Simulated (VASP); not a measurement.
# TiSe2 (P-3m1) in VASP: vibrations by perturbation theory with PBE

Aim: the vibrations by perturbation theory of TiSe2 with PBE.

All numbers are computed with VASP 6.6.1; they aren't measurements. Logs are shortened: lines on timing, memory, paths and dates and some standing lists are left out, and cuts for length are marked.

### 1 The cell of the first run

Symmetry: P-3m1, No. 164, trigonal system. The conventional cell has a = 3.536 Å, b = 3.536 Å, c = 6.004 Å, α = 90.00°, β = 90.00°, γ = 120.00°. Ti (site symmetry -3m) has 6 Se at 2.55 Å within 3.4 Å. Se (site symmetry 3m) has 3 Ti at 2.55 Å within 3.4 Å.

### 2 Vibrations by perturbation theory, PBE

The input, INCAR:

```
PREC = Accurate ; ENCUT = 500
EDIFF = 1E-8 ; ISMEAR = -1
SIGMA = 0.1 ; LREAL = False
LASPH = True ; NELM = 120
ALGO = Normal ; ISIF = 2
LWAVE = False ; LCHARG = True
GGA = PE ; IBRION = 8
NSW = 1 ; GGA_COMPAT = False
```

The input, KPOINTS:

```
regular mesh
0
Gamma
  12 12 4
```

The input, POSCAR:

```
TiSe2
1.0
    3.5360000000      0.0000000000      0.0000000000
   -1.7680000000      3.0622660000      0.0000000000
    0.0000000000      0.0000000000      6.0040000000
Ti Se
1 2
Direct
    0.0000000000      0.0000000000      0.0000000000
    0.3333333333      0.6666666667      0.2552000000
    0.6666666667      0.3333333333      0.7448000000
```

Potentials or basis: VASP PAW PBE potentials, release 64 (Ti_sv, Se).

Run with:

```bash
$ cat potpaw_PBE.64/Ti_sv/POTCAR potpaw_PBE.64/Se/POTCAR > POTCAR
$ mpirun -np 1 vasp_std > vasp.out
```

OUTCAR:

```text
PREC = Accurate
   ENCUT = 500
   EDIFF = 1E-8
   ISMEAR = -1
   LREAL = False
   LASPH = True
   NELM = 120
   ISIF = 2
   GGA = PE
   IBRION = 8
   NSW = 1

 ion  position               nearest neighbor table
   1  0.000  0.000  0.000-   2 2.55   3 2.55   3 2.55   2 2.55   3 2.55   2 2.55
   2  0.333  0.667  0.255-   1 2.55   1 2.55   1 2.55
   3  0.667  0.333  0.745-   1 2.55   1 2.55   1 2.55

  LATTYP: Found a hexagonal cell.
 ALAT       =     3.5360000000
 C/A-ratio  =     1.6979638009

  Lattice vectors:

 A1 = (   3.5360000000,   0.0000000000,   0.0000000000)
 A2 = (  -1.7680000000,   3.0622660000,   0.0000000000)
 A3 = (   0.0000000000,   0.0000000000,   6.0040000000)

Analysis of symmetry for initial positions (statically):
=====================================================================
 Subroutine PRICEL returns:
 Original cell was already a primitive cell.

 Routine SETGRP: Setting up the symmetry group for a
 hexagonal supercell.

 Subroutine GETGRP returns: Found 12 space group operations
 (whereof 12 operations were pure point group operations)
 out of a pool of 24 trial point group operations.

The static configuration has the point symmetry D_3d.

Analysis of symmetry for dynamics (positions and initial velocities):
=====================================================================
 Subroutine PRICEL returns:
 Original cell was already a primitive cell.

 Routine SETGRP: Setting up the symmetry group for a
 hexagonal supercell.

 Subroutine GETGRP returns: Found 12 space group operations
 (whereof 12 operations were pure point group operations)
 out of a pool of 24 trial point group operations.

The dynamic configuration has the point symmetry D_3d.

 Subroutine INISYM returns: Found 12 space group operations
 (whereof 12 operations are pure point group operations),
 and found     1 'primitive' translations

----------------------------------------------------------------------------------------

                                     Primitive cell

  volume of cell :      65.0123

  direct lattice vectors                    reciprocal lattice vectors
     3.536000000  0.000000000  0.000000000     0.282805430  0.163277782  0.000000000
    -1.768000000  3.062266000  0.000000000     0.000000000  0.326555564  0.000000000
     0.000000000  0.000000000  6.004000000     0.000000000  0.000000000  0.166555630

  length of vectors
     3.536000000  3.536000149  6.004000000     0.326555578  0.326555564  0.166555630

  position of ions in fractional coordinates (direct lattice)
     0.000000000  0.000000000  0.000000000
     0.333333333  0.666666667  0.255200000
     0.666666667  0.333333333  0.744800000

  ion indices of the primitive-cell ions
   primitive index   ion index
                 1           1
                 2           2
                 3           3

----------------------------------------------------------------------------------------

 KPOINTS: regular mesh

Automatic generation of k-mesh.
 Grid dimensions read from file:
 generate k-points for:   12   12    4

 Generating k-lattice:

  Cartesian coordinates                     Fractional coordinates (reciprocal lattice)
[... 88 lines left out ...]
   IVDW    =     0    specifies the selected vdW correction
   LEPSILON=     F    determine dielectric tensor
   LRPA    =     F    only Hartree local field effects (RPA)
 non-spin polarized calculation
  energy-cutoff  :      500.00
  volume of cell :       65.01
 maximum number of plane-waves:      1672
 NGX is ok and might be reduce to    28
   NGX = 13   NGY = 13   NGZ = 21

--------------------------------------- Ionic step        1  -------------------------------------------

 number of electron      24.0000001 magnetization

 Free energy of the ion-electron system (eV)
  ---------------------------------------------------
  ext. energy  EPLUGINS =         0.00000000
  ---------------------------------------------------
  free energy    TOTEN  =       -18.19048342 eV

  energy without entropy =      -18.16048230  energy(sigma->0) =      -18.17548286

 E-fermi :   4.7805     XC(G=0):  -9.9975

 val. band max:        4.7799903044   @ k =   0.0000   0.4167   0.2500
 cond. band min:       4.8165725970   @ k =   0.0833   0.0833   0.0000
 fundamental gap:      0.0365822926
 Fermi energy:         4.7804859731

 k-point     1 :       0.0000    0.0000    0.0000
  band No.  band energies     occupation
      1     -52.8093      2.00000
      2     -29.0330      2.00000
      3     -29.0260      2.00000
      4     -29.0260      2.00000
      5      -9.1608      2.00000
      6      -7.7323      2.00000
[... 433 lines left out ...]
      3     -29.0311      2.00000
      4     -29.0282      2.00000
      5      -8.7414      2.00000
      6      -7.8320      2.00000
[... 8 lines left out ...]
     15       6.4552      0.00000
     16       7.5104      0.00000

 [... further k-points ...]
[... 5 lines left out ...]
  --------------------------------------------------------------------------------------
  -------------------------------------------------------------------------------------
  Total        0.4890514      0.4890515      0.9468116      0.0000000      0.0000000      0.0000000
  in kB       12.0522807     12.0522820     23.3334147      0.0000000      0.0000000      0.0000000
  external PRESSURE =      15.8126592 kB  Pullay stress =       0.0000000 kB

 VOLUME and BASIS-vectors are now :
 -----------------------------------------------------------------------------
  energy-cutoff  :      500.00
  volume of cell :       65.01
      direct lattice vectors                 reciprocal lattice vectors
     3.536000000  0.000000000  0.000000000     0.282805430  0.163277782  0.000000000
    -1.768000000  3.062266000  0.000000000     0.000000000  0.326555564  0.000000000
     0.000000000  0.000000000  6.004000000     0.000000000  0.000000000  0.166555630

 POSITION                                       TOTAL-FORCE (eV/Angst)
 -----------------------------------------------------------------------------------
      0.00000      0.00000      0.00000         0.000000      0.000000      0.000000
     -0.00000      2.04151      1.53222        -0.000000     -0.000000      0.094282
      1.76800      1.02076      4.47178         0.000000      0.000000     -0.094282
 -----------------------------------------------------------------------------------
    total drift:                                0.000000     -0.000000     -0.000000

  FREE ENERGIE OF THE ION-ELECTRON SYSTEM (eV)
  ---------------------------------------------------
  free  energy   TOTEN  =       -18.1904834176 eV

  energy  without entropy=      -18.1604823017  energy(sigma->0) =      -18.17548286

[... ionic steps 2 to 3 ...]

--------------------------------------- Ionic step        4  -------------------------------------------

------------------------ aborting loop because EDIFF is reached ----------------------------------------
[... 11 lines left out ...]
[... ionic steps 8 to 8 ...]

--------------------------------------- Ionic step        9  -------------------------------------------

 Free energy of the ion-electron system (eV)
  ---------------------------------------------------
  ---------------------------------------------------
  free energy    TOTEN  =        -0.10184470 eV

  energy without entropy =       -0.10183740

------------------------ aborting loop because EDIFF is reached ----------------------------------------

 INTERNAL STRAIN TENSOR  FOR ION    2  DIRECTION 3   (eV/Angst):
 -----------------------------------------------------------------------------
    -7.86180  0.00000  0.00000
    -0.00000 -7.86180  0.00000
     0.00000 -0.00000-14.51806

 INTERNAL STRAIN TENSOR FOR ION    3 for displacements in x,y,z  (eV/Angst):
          X           Y           Z          XY          YZ          ZX
  --------------------------------------------------------------------------------
  x     0.00000     0.00000     0.00000    -2.45062     0.00000     7.41692
  y    -2.45062     2.45062    -0.00000     0.00000     8.17443     0.00000
  z     7.86180     7.86180    14.51806     0.00000     0.00000     0.00000

 SECOND DERIVATIVES (NOT SYMMETRIZED)
 ------------------------------------
               1X          1Y          1Z          2X          2Y          2Z          3X          3Y          3Z
  1X    -3.422885    0.000000    0.000000    1.711442    0.000000    0.000000    1.711442    0.000000    0.000000
  1Y     0.000000   -3.422885    0.000000    0.000000    1.711443    0.000000    0.000000    1.711443    0.000000
  1Z    -0.000000    0.000000  -12.347455    0.000000   -0.000000    6.173728    0.000000   -0.000000    6.173728
  2X     1.694330   -0.000000    0.000000   -3.634740    0.000000    0.000000    1.940411    0.000000    0.000000
  2Y     0.000000    1.694330    0.000000    0.000000   -3.634741    0.000000   -0.000000    1.940411   -0.000000
  2Z     0.000000   -0.000000    6.150332    0.000000   -0.000000   -8.690064    0.000000    0.000000    2.539732
  3X     1.694330   -0.000000    0.000000    1.940411    0.000000    0.000000   -3.634740    0.000000    0.000000
  3Y     0.000000    1.694330    0.000000   -0.000000    1.940411   -0.000000    0.000000   -3.634741    0.000000
  3Z     0.000000   -0.000000    6.150332    0.000000    0.000000    2.539732    0.000000   -0.000000   -8.690064

 Eigenvectors and eigenvalues of the dynamical matrix
 ----------------------------------------------------

   1 f  =    9.058893 THz    56.918701 2PiTHz  302.172134 cm-1    37.464553 meV
             X         Y         Z           dx          dy          dz
      0.000000  0.000000  0.000000     0.000000   -0.000000   -0.876370
     -0.000000  2.041511  1.532221     0.000000   -0.000000    0.340570
      1.768000  1.020755  4.471779    -0.000000    0.000000    0.340570
[... 43 lines left out ...]
   9 f/i=    0.010092 THz     0.063407 2PiTHz    0.336619 cm-1     0.041735 meV
             X         Y         Z           dx          dy          dz
      0.000000  0.000000  0.000000     0.000055   -0.480485   -0.000000
     -0.000000  2.041511  1.532221     0.000071   -0.620135   -0.000000
      1.768000  1.020755  4.471779     0.000071   -0.620135   -0.000000

--------------------------------------------------------------------------------------------------------

 ELASTIC MODULI CONTR FROM IONIC RELAXATION (kBar)
 Direction    XX          YY          ZZ          XY          YZ          ZX
 --------------------------------------------------------------------------------
 XX        -324.3729   -218.1865   -500.9607     -0.0000    177.1009      0.0000
 YY        -218.1865   -324.3730   -500.9608      0.0000   -177.1009     -0.0000
 ZZ        -500.9607   -500.9608   -925.1029      0.0000      0.0000     -0.0000
 XY          -0.0000      0.0000      0.0000    -53.0932      0.0000    160.6893
 YZ         177.1009   -177.1009      0.0000      0.0000   -590.7484     -0.0000
 ZX           0.0000     -0.0000     -0.0000    160.6893     -0.0000   -486.3345
 --------------------------------------------------------------------------------
```

Run time: 45 min. Hardware: 1 thread of Oxide Virtual Turin-like, shared host; peak memory 0.79 GiB.

Results:

* Highest phonon frequency at Γ, LO-TO splitting left out: 302 cm⁻¹

Phonon frequencies in cm⁻¹ (negative: imaginary):
```csv
q point,frequencies
"(0.000, 0.000, 0.000)",0 0 0 139 139 159 159 197 302
```

Caveat: the cell stands under pressure or tension, which shifts response properties; this functional lacks dispersion, which binds layers or chains, so the pressure and a relaxed spacing across them are unreliable.
